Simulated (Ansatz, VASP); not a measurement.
# One calculation of TaRu, two programs

INCAR

```
ALGO     = Normal         # electronic algorithm
EDIFF    = 1E-6           # SCF threshold, eV
ENCUT    = 520            # plane-wave cutoff, eV
GGA      = CA             # functional
ISIF     = 2              # what is computed and relaxed
ISMEAR   = -1             # smearing method
LASPH    = True           # aspherical terms in the spheres
LCHARG   = False          # write CHGCAR
LREAL    = False          # projectors in reciprocal space
LWAVE    = False          # write WAVECAR
NBANDS   = 20             # bands
NELM     = 60             # most SCF steps
PREC     = Accurate       # precision mode
SIGMA    = 0.05           # smearing width, eV
```

File KPOINTS:

```
k-points
0
Gamma
  10 10 10
```

POSCAR

```
TaRu
1.0
    3.1187681422      0.0000000000      0.0000000000
    0.0000000000      3.1187681422      0.0000000000
    0.0000000000      0.0000000000      3.1187681422
Ta Ru
1 1
Direct
    0.5000000000      0.5000000000      0.5000000000
    0.0000000000      0.0000000000      0.0000000000
```

Input for Ansatz:

```yaml
crystal:
  lattice:
    - [3.11876814224, 0.0, 0.0]
    - [0.0, 3.11876814224, 0.0]
    - [0.0, 0.0, 3.11876814224]
  atoms:
    - { symbol: Ta, position: [0.5, 0.5, 0.5] }
    - { symbol: Ru, position: [0.0, 0.0, 0.0] }
kpoints:
  mp_grid: { grid: [10, 10, 10] }
scf:
  occupations: { method: fermi_dirac, width: 0.05 }
hamiltonian:
  xc: lda
  pseudopotentials: { kind: all_electron, lapw: { basis_error: 0.001 } }
output:
  forces: true
  stress: true
  eigenvalues: true
  eigenstates:
    nscf_kmesh: { grid: [16, 16, 16] }
    de_dk: true
    e_range: [-14, 14]
  optics:
    e_range: [0, 30]
    de: 0.2
    sigma: 0.2
    bands: { spectra_wanted_up_to: 30 }
    nscf_kmesh: { grid: [16, 16, 16] }
    drude_damping: 0.2
checkpoint:
  write: ck
  write_wavefunctions: false
```

Alike in both runs: task single point; functional LDA; k mesh 10 × 10 × 10; occupations fermi-dirac, width 0.05 eV; no spin polarisation.

```csv
,VASP,Ansatz
version,VASP 6.6.1,Ansatz 0.2.0
potentials or method,"VASP PAW LDA potentials, release 64 (Ta_pv, Ru_pv), cutoff 520 eV","all-electron LAPW, scalar-relativistic"
```

|  | VASP | Ansatz | Ansatz less VASP |
| --- | --- | --- | --- |
| pressure (GPa) | 1.1 | 0.1 | -0.96 |

LDA's correlation is that of Perdew and Zunger in VASP and of Perdew and Wang (1992) in Ansatz. Ansatz ran all-electron here, and VASP with PAW potentials. Ansatz's warnings: optics on partly filled bands.

Neither program's run includes spin-orbit coupling.
